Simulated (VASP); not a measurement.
K3TbTe2: single point with PBE

The system is K3TbTe2.

```
CELL_PARAMETERS angstrom
3.07694 1.77647 6.44070
-3.07694 1.77647 6.44070
0.00000 -3.55294 6.44070
ATOMIC_POSITIONS crystal
K 0.00000 0.50000 0.50000
K 0.50000 0.00000 0.50000
K 0.50000 0.50000 0.00000
Tb 0.50000 0.50000 0.50000
Te 0.88297 0.88297 0.88297
Te 0.11703 0.11703 0.11703
```

The cell was built from a structure type or drawn by symmetry, and may not be a known phase.

```json
{
 "Program": "VASP 6.6.1",
 "Task": "single point",
 "Functional": "PBE",
 "Potentials or basis": "VASP PAW PBE potentials, release 64 (K_sv, Tb_3, Te), 4f in core",
 "Cutoff": "500 eV",
 "k mesh": "6 × 6 × 6",
 "Occupations": "gaussian, width 0.1 eV",
 "Spin": "no spin polarisation"
}
```

```
Pressure               : 0.0 GPa
Largest force          : 0.005 eV/Å
Band gap on the k mesh : zero (bands 24 and 25 overlap by 0.09 eV)
```

Forces in eV/Å, atoms in the order of the input:
```
K    0.000  0.000  0.000
K    0.000  0.000  0.000
K    0.000  0.000  0.000
Tb   0.000  0.000  0.000
Te   0.000  0.000 -0.005
Te   0.000  0.000  0.005
```

Levels at points of the mesh, in eV from the Fermi level:
```csv
k point,band 22,band 23,band 24,band 25,band 26,band 27
"(0.00, 0.00, 0.00)",-1.93,-1.86,-1.81,0.08,0.08,0.60
"(0.50, 0.00, 0.00)",-1.93,-1.58,-0.49,0.44,0.60,0.97
"(0.50, 0.50, 0.00)",-2.09,-1.42,-0.22,0.55,0.80,0.92
"(0.50, 0.50, 0.50)",-2.01,-2.01,-0.29,-0.13,0.67,0.67
```

It took 4 min on 1 thread of Intel(R) Xeon(R) Platinum 8488C (Sapphire Rapids), on a shared host, peak memory 0.48 GiB.

Caveat: spin-orbit coupling is left out, which moves the levels of the heavy elements; the 4f electrons are frozen in the core, so they carry no moment and show no levels. Spin polarisation is off, so any magnetic state and its effect on volume and gap are missing.
